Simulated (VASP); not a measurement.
Input of a VASP 6.6.1 run:

Contents of INCAR:

```
  PREC = Accurate
  ENCUT = 600
  EDIFF = 1E-6
  ISMEAR = -1
  SIGMA = 0.08
  LREAL = F
  LASPH = T
  NELM = 60
  ALGO = Normal
  ISIF = 3
  LWAVE = F
  LCHARG = F
  GGA = PE
  IBRION = 2
  NSW = 60
  EDIFFG = -0.005
  PSTRESS = 2300.0
```

The input KPOINTS:

```
regular mesh
0
Gamma
  20 20 20
```

The input POSCAR:

```
Al
1.0
   -1.9603168306      1.9603168306      1.0781742569
    1.9603168306     -1.9603168306      1.0781742569
    1.9603168306      1.9603168306     -1.0781742569
Al
2
Direct
   -0.3750000000     -0.1250000000     -0.2500000000
    0.3750000000      0.1250000000      0.2500000000
```

Potentials or basis: VASP PAW PBE potentials, release 64 (Al).

Launch:

```bash
$ cat potpaw_PBE.64/Al/POTCAR > POTCAR
$ mpirun -np 1 vasp_std > vasp.out
```

Question: What does it give for the relaxed cell?

Answer: a = 3.036 Å, b = 3.036 Å, c = 3.036 Å, α = 97.06°, β = 97.06°, γ = 138.94°.

Question: Estimate the space group after relaxing (to 0.1 Å).

Answer: I4_1/amd (No. 141).

Question: What does it give for the band gap on the k mesh?

Answer: Zero (bands 3 and 4 overlap by 10.87 eV).

Question: Predict the relaxed volume.

Answer: 8.61 Å³/atom.

Stress tensor (GPa, compression positive):
```
229.93   0.00   0.00
  0.00 229.93   0.00
  0.00   0.00 230.03
```

Caveat: the cell is relaxed towards a set pressure, so the run minimises the enthalpy, not the energy.
